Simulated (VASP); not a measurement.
# Rh (Fm-3m) in VASP: notebook

The runs below take Rh through single point, with r2SCAN.

Program: VASP 6.6.1. These are calculated values, not measurements. Logs are shortened: lines on timing, memory, paths and dates and some standing lists are left out, and cuts for length are marked.

## 1. The cell of the first run

The structure is cubic, space group Fm-3m (No. 225). The conventional cell has a = 3.641 Å, b = 3.641 Å, c = 3.641 Å, α = 90.00°, β = 90.00°, γ = 90.00°. Within 3.4 Å of Rh (site symmetry m-3m) lie 12 Rh at 2.57 Å.

## 2. Single point, r2SCAN (volume scaled by 0.88)

The input, POSCAR:

```
Rh
1.0
    0.0000000000      1.8206939720      1.8206939720
    1.8206939720      0.0000000000      1.8206939720
    1.8206939720      1.8206939720      0.0000000000
Rh
1
Direct
    0.0000000000      0.0000000000      0.0000000000
```

The input, INCAR.step1:

```
SYSTEM = Rh
  PREC = Accurate
  ENCUT = 520
  ISMEAR = 0
  SIGMA = 0.1
  LREAL = .FALSE.
  LASPH = .TRUE.
  NELM = 100
  NBANDS = 14
  GGA = PE
  ALGO = Normal
  EDIFF = 1E-4
  LWAVE = .TRUE.
  LCHARG = .FALSE.
```

The input, INCAR.step2:

```
SYSTEM = Rh
  PREC = Accurate
  ENCUT = 520
  EDIFF = 1E-7
  ISMEAR = 0
  SIGMA = 0.1
  LREAL = .FALSE.
  LASPH = .TRUE.
  NELM = 100
  ALGO = Normal
  ISIF = 2
  LWAVE = .FALSE.
  LCHARG = .FALSE.
  METAGGA = R2SCAN
  LMIXTAU = .TRUE.
  NBANDS = 14
  ISTART = 1
```

The input, KPOINTS:

```
Automatic mesh
0
G
  18 18 18
  0 0 0
```

Potentials or basis: VASP PAW PBE potentials, release 64 (Rh_pv).

Command:

```sh
$ cat potpaw_PBE.64/Rh_pv/POTCAR > POTCAR
$ cp INCAR.step1 INCAR
$ mpirun -np 1 vasp_std > vasp.out
$ cp INCAR.step2 INCAR
$ mpirun -np 1 vasp_std > vasp.out
```

OUTCAR:

```text
SYSTEM = Rh
   PREC = Accurate
   ENCUT = 520
   EDIFF = 1E-7
   ISMEAR = 0
   LREAL = .FALSE.
   LASPH = .TRUE.
   NELM = 100
   ISIF = 2
   METAGGA = R2SCAN
   ISTART = 1

 ion  position               nearest neighbor table
   1  0.000  0.000  0.000-

  LATTYP: Found a face centered cubic cell.
 ALAT       =     3.6413879440

  Lattice vectors:

 A1 = (   0.0000000000,   1.8206939720,   1.8206939720)
 A2 = (   1.8206939720,   0.0000000000,   1.8206939720)
 A3 = (   1.8206939720,   1.8206939720,   0.0000000000)

Analysis of symmetry for initial positions (statically):
=====================================================================
 Subroutine PRICEL returns:
 Original cell was already a primitive cell.

 Routine SETGRP: Setting up the symmetry group for a
 face centered cubic supercell.

 Subroutine GETGRP returns: Found 48 space group operations
 (whereof 48 operations were pure point group operations)
 out of a pool of 48 trial point group operations.

The static configuration has the point symmetry O_h .

Analysis of symmetry for dynamics (positions and initial velocities):
=====================================================================
 Subroutine PRICEL returns:
 Original cell was already a primitive cell.

 Routine SETGRP: Setting up the symmetry group for a
 face centered cubic supercell.

 Subroutine GETGRP returns: Found 48 space group operations
 (whereof 48 operations were pure point group operations)
 out of a pool of 48 trial point group operations.

The dynamic configuration has the point symmetry O_h .

 Subroutine INISYM returns: Found 48 space group operations
 (whereof 48 operations are pure point group operations),
 and found     1 'primitive' translations

----------------------------------------------------------------------------------------

                                     Primitive cell

  volume of cell :      12.0709

  direct lattice vectors                    reciprocal lattice vectors
     0.000000000  1.820693972  1.820693972    -0.274620561  0.274620561  0.274620561
     1.820693972  0.000000000  1.820693972     0.274620561 -0.274620561  0.274620561
     1.820693972  1.820693972  0.000000000     0.274620561  0.274620561 -0.274620561

  length of vectors
     2.574850108  2.574850108  2.574850108     0.475656764  0.475656764  0.475656764

  position of ions in fractional coordinates (direct lattice)
     0.000000000  0.000000000  0.000000000

  ion indices of the primitive-cell ions
   primitive index   ion index
                 1           1

----------------------------------------------------------------------------------------

 KPOINTS: Automatic mesh

Automatic generation of k-mesh.
 Grid dimensions read from file:
 generate k-points for:   18   18   18

 Generating k-lattice:

  Cartesian coordinates                     Fractional coordinates (reciprocal lattice)
    -0.015256698  0.015256698  0.015256698     0.055555556  0.000000000  0.000000000
     0.015256698 -0.015256698  0.015256698     0.000000000  0.055555556  0.000000000
     0.015256698  0.015256698 -0.015256698     0.000000000  0.000000000  0.055555556

  Length of vectors
     0.026425376  0.026425376  0.026425376

  Shift w.r.t. Gamma in fractional coordinates (k-lattice)
     0.000000000  0.000000000  0.000000000

 Subroutine IBZKPT returns following result:
 ===========================================

 Found    195 irreducible k-points:

 Following reciprocal coordinates:
            Coordinates               Weight
  0.000000  0.000000  0.000000      1.000000
  0.055556  0.000000  0.000000      8.000000
  0.111111  0.000000  0.000000      8.000000
  0.166667  0.000000  0.000000      8.000000
  0.222222  0.000000  0.000000      8.000000
  0.277778  0.000000  0.000000      8.000000
[... 16 lines left out ...]
 -0.277778  0.055556  0.000000     24.000000
 -0.222222  0.055556  0.000000     24.000000
 [... further k-points ...]
   k-points           NKPTS =    195   k-points in BZ     NKDIM =    195   number of bands    NBANDS=     14
   number of dos      NEDOS =    301   number of ions     NIONS =      1
   total plane-waves  NPLWV =   8000
   dimension x,y,z NGX =    20 NGY =   20 NGZ =   20
   dimension x,y,z NGXF=    40 NGYF=   40 NGZF=   40
   ions per type =               1
   NGX,Y,Z   is equivalent  to a cutoff of  12.91, 12.91, 12.91 a.u.
   NGXF,Y,Z  is equivalent  to a cutoff of  25.83, 25.83, 25.83 a.u.
 SYSTEM =  Rh
   PREC   = accura    normal or accurate (medium, high low for compatibility)
   ISTART =      1    job   : 0-new  1-cont  2-samecut
   ICHARG =      0    charge: 1-file 2-atom 10-const
   ISPIN  =      1    spin polarized calculation?
   LNONCOLLINEAR =      F non collinear calculations
   LSORBIT =      F    spin-orbit coupling
   LASPH  =      T    aspherical Exc in radial PAW
   ENCUT  =  520.0 eV  38.22 Ry    6.18 a.u.   4.79  4.79  4.79*2*pi/ulx,y,z
   NELM   =    100;   NELMIN=  2; NELMDL=  0     # of ELM steps
   EDIFF  = 0.1E-06   stopping-criterion for ELM
   LREAL  =      F    real-space projection
   EDIFFG = 0.1E-05   stopping-criterion for IOM
   NSW    =      0    number of steps for IOM
   IBRION =     -1    ionic relax: 0-MD 1-quasi-New 2-CG
   NFREE  =      0    steps in history (QN), initial steepest desc. (CG)
   ISIF   =      2    stress and relaxation
   ISYM   =      2    0-nonsym 1-usesym 2-fastsym
   POTIM  = 0.5000    time-step for ionic-motion
   TEBEG  =    0.0;   TEEND  =   0.0 temperature during run
   PSTRESS=    0.0 pullay stress
   NELECT =      15.0000    total number of electrons
   NUPDOWN=      -1.0000    fix difference up-down
   EMIN   =  10.00;   EMAX   =-10.00  energy-range for DOS
   EFERMI =   0.00;   METHOD = LEGACY
   ISMEAR =     0;   SIGMA  =   0.10  broadening in eV -4-tet -1-fermi 0-gaus
   EFERMI_NEDOS =   21; number of points for ismear=-14 and -15
   IALGO  =     38    algorithm
   IMIX   =      4    mixing-type and parameters
     AMIX     =   0.40;   BMIX     =  1.00
     AMIX_MAG =   1.60;   BMIX_MAG =  1.00
  volume/ion in A,a.u.               =      12.07        81.46
  Fermi-wavevector in a.u.,A,eV,Ry     =   1.760050  3.326012 42.147793  3.097775
  Thomas-Fermi vector in A             =   2.828892
   LORBIT       =      0    0 simple, 1 ext, 2 COOP (PROOUT), +10 PAW based schemes
   METAGGA = R2SCAN    functional components
   LHFCALC =     F    Hartree Fock is set to
   AEXX    =    0.0000 exact exchange contribution
   IVDW    =     0    specifies the selected vdW correction
   LEPSILON=     F    determine dielectric tensor
   LRPA    =     F    only Hartree local field effects (RPA)
 non-spin polarized calculation
 Gauss-broadening in eV      SIGMA  =   0.10
  energy-cutoff  :      520.00
  volume of cell :       12.07
 maximum number of plane-waves:       332
   NGX =  9   NGY =  9   NGZ =  9

 number of electron      15.0000005 magnetization

 Free energy of the ion-electron system (eV)
  ---------------------------------------------------
  ext. energy  EPLUGINS =         0.00000000
  ---------------------------------------------------
  free energy    TOTEN  =       -23.89602692 eV

  energy without entropy =      -23.89068926  energy(sigma->0) =      -23.89335809

 E-fermi :  14.3052     XC(G=0): -16.2000

 val. band max:       14.2975249728   @ k =   0.5000   0.2222   0.1111
 cond. band min:      14.3144204427   @ k =  -0.2778   0.3333   0.1111
 fundamental gap:      0.0168954699
 Fermi energy:        14.3052411213

 k-point     1 :       0.0000    0.0000    0.0000
  band No.  band energies     occupation
      1     -33.7350      2.00000
      2     -33.7350      2.00000
      3     -33.7350      2.00000
      4       5.1072      2.00000
      5      10.4057      2.00000
      6      10.4057      2.00000
      7      10.4057      2.00000
      8      13.0005      2.00000
      9      13.0005      2.00000
     10      30.8179      0.00000
     11      31.5498      0.00000
     12      37.3642      0.00000
     13      37.3642      0.00000
     14      37.3642      0.00000

 k-point     2 :       0.0556    0.0000    0.0000
  band No.  band energies     occupation
      1     -33.7737      2.00000
      2     -33.7400      2.00000
      3     -33.7400      2.00000
      4       5.2559      2.00000
      5      10.3330      2.00000
      6      10.4670      2.00000
      7      10.4670      2.00000
      8      12.9630      2.00000
      9      12.9630      2.00000
     10      31.0567      0.00000
     11      31.5498      0.00000
     12      36.6220      0.00000
     13      37.5972      0.00000
     14      37.5972      0.00000

 k-point     3 :       0.1111    0.0000    0.0000
  band No.  band energies     occupation
      1     -33.8845      2.00000
      2     -33.7544      2.00000
      3     -33.7544      2.00000
      4       5.6776      2.00000
      5      10.1552      2.00000
      6      10.6266      2.00000
      7      10.6266      2.00000
      8      12.8819      2.00000
      9      12.8819      2.00000
     10      31.5499      0.00000
     11      31.7084      0.00000
     12      35.0825      0.00000
     13      38.2765      0.00000
     14      38.2765      0.00000
[... 324 lines left out ...]
 k-point    23 :      -0.2778    0.0556    0.0000
  band No.  band energies     occupation
      1     -34.5329      2.00000
      2     -33.8829      2.00000
      3     -33.8290      2.00000
      4       7.2330      2.00000
      5      10.6152      2.00000
      6      10.7921      2.00000
      7      10.9585      2.00000
      8      13.2335      2.00000
      9      14.2250      1.74354
     10      29.7477      0.00000
     11      31.5519      0.00000
     12      32.8958      0.00000
     13      39.8718      0.00000
     14      41.8008      0.00000

 k-point    24 :      -0.2222    0.0556    0.0000
  band No.  band energies     occupation
      1     -34.3295      2.00000
      2     -33.8535      2.00000
      3     -33.7999      2.00000
      4       7.1036      2.00000
      5      10.0655      2.00000
      6      10.8825      2.00000
      7      10.9380      2.00000
      8      12.7474      2.00000
      9      13.6355      2.00000
     10      31.3322      0.00000
     11      31.5590      0.00000
     12      33.3772      0.00000
     13      39.8101      0.00000
     14      41.8248      0.00000

 [... further k-points ...]
[... 5 lines left out ...]
  --------------------------------------------------------------------------------------
  -------------------------------------------------------------------------------------
  Total        3.9300551      3.9300551      3.9300551      0.0000000     -0.0000000      0.0000000
  in kB      521.6369654    521.6369654    521.6369654      0.0000000     -0.0000000      0.0000000
  external PRESSURE =     521.6369654 kB  Pullay stress =       0.0000000 kB

 VOLUME and BASIS-vectors are now :
 -----------------------------------------------------------------------------
  energy-cutoff  :      520.00
  volume of cell :       12.07
      direct lattice vectors                 reciprocal lattice vectors
     0.000000000  1.820693972  1.820693972    -0.274620561  0.274620561  0.274620561
     1.820693972  0.000000000  1.820693972     0.274620561 -0.274620561  0.274620561
     1.820693972  1.820693972  0.000000000     0.274620561  0.274620561 -0.274620561

 POSITION                                       TOTAL-FORCE (eV/Angst)
 -----------------------------------------------------------------------------------
      0.00000      0.00000      0.00000         0.000000     -0.000000      0.000000
 -----------------------------------------------------------------------------------
    total drift:                                0.000000      0.000000      0.000000

  FREE ENERGIE OF THE ION-ELECTRON SYSTEM (eV)
  ---------------------------------------------------
  free  energy   TOTEN  =       -23.8960269169 eV

  energy  without entropy=      -23.8906892622  energy(sigma->0) =      -23.89335809
```

Run time: 69 s. Hardware: 1 thread of Intel Xeon Platinum 8488C (Sapphire Rapids), shared host; peak memory 0.15 GiB.

Results:

```
Free energy : -23.8960 eV
Pressure    : 52.2 GPa
```

Caveat: the PAW data sets were made with another functional, which shifts forces and pressure a little.

## 3. Single point, r2SCAN (volume scaled by 0.91)

The input, POSCAR:

```
Rh
1.0
    0.0000000000      1.8411529201      1.8411529201
    1.8411529201      0.0000000000      1.8411529201
    1.8411529201      1.8411529201      0.0000000000
Rh
1
Direct
    0.0000000000      0.0000000000      0.0000000000
```

The input, INCAR.step1:

```
SYSTEM = Rh
PREC = Accurate ; ENCUT = 520
ISMEAR = 0 ; SIGMA = 0.1
LREAL = .FALSE. ; LASPH = .TRUE.
NELM = 100 ; NBANDS = 14
GGA = PE ; ALGO = Normal
EDIFF = 1E-4 ; LWAVE = .TRUE.
LCHARG = .FALSE.
```

The input, INCAR.step2:

```
SYSTEM = Rh
PREC = Accurate ; ENCUT = 520
EDIFF = 1E-7 ; ISMEAR = 0
SIGMA = 0.1 ; LREAL = .FALSE.
LASPH = .TRUE. ; NELM = 100
ALGO = Normal ; ISIF = 2
LWAVE = .FALSE. ; LCHARG = .FALSE.
METAGGA = R2SCAN ; LMIXTAU = .TRUE.
NBANDS = 14 ; ISTART = 1
```

KPOINTS is that of step 2.

Potentials or basis: VASP PAW PBE potentials, release 64 (Rh_pv).

Command:

```sh
$ cat potpaw_PBE.64/Rh_pv/POTCAR > POTCAR
$ cp INCAR.step1 INCAR
$ mpirun -np 1 vasp_std > vasp.out
$ cp INCAR.step2 INCAR
$ mpirun -np 1 vasp_std > vasp.out
```

It took 66 s on 1 thread of Intel Xeon Platinum 8488C (Sapphire Rapids), shared host; peak memory 0.14 GiB.

It converged, with:

```yaml
Free_energy: -24.0086 eV
Pressure: 35.8 GPa
```

Levels at points of the mesh, in eV from the Fermi level:
```tsv
k point	band 5	band 6	band 7	band 8	band 9	band 10
(0.00, 0.00, 0.00)	-3.70	-3.70	-3.70	-1.24	-1.24	16.58
(0.50, 0.00, 0.00)	-3.84	-3.84	0.69	0.69	0.81	10.18
(0.50, 0.50, 0.00)	-7.16	0.61	1.23	1.23	3.65	14.20
```

Caveat: the PAW data sets were made with another functional, which shifts forces and pressure a little.

(Continued in part 2 of 2.)
